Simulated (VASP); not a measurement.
Input of a VASP 6.6.1 run:

File INCAR:

```
PREC = Accurate ; ENCUT = 520
EDIFF = 1E-6 ; ISMEAR = -1
SIGMA = 0.1 ; LREAL = F
LASPH = T ; NELM = 60
ALGO = Normal ; ISIF = 2
LWAVE = F ; LCHARG = F
GGA = CA ; NBANDS = 15
```

The input KPOINTS:

```
Automatic mesh
0
Gamma
  10 10 7
```

The input POSCAR:

```
CaB2
1.0
    3.2264302800      0.0000000000      0.0000000000
   -1.6132151400      2.7941705900      0.0000000000
    0.0000000000      0.0000000000      4.0673920000
Ca B
1 2
Direct
    0.0000000000      0.0000000000      0.0000000000
    0.3333333300      0.6666666700      0.5000000000
    0.6666666700      0.3333333300      0.5000000000
```

Potentials or basis: VASP PAW LDA potentials, release 64 (Ca_sv, B).

Launch:

```bash
$ cat potpaw_LDA.64/Ca_sv/POTCAR potpaw_LDA.64/B/POTCAR > POTCAR
$ mpirun -np 1 vasp_std > vasp.out
```

(1) What does it give for the pressure?

(2) What does it give for the band gap on the k mesh?

Results:

(1) -6.6 GPa.

(2) zero (bands 8 and 9 overlap by 1.57 eV).

Caveat: the cell stands under tension.
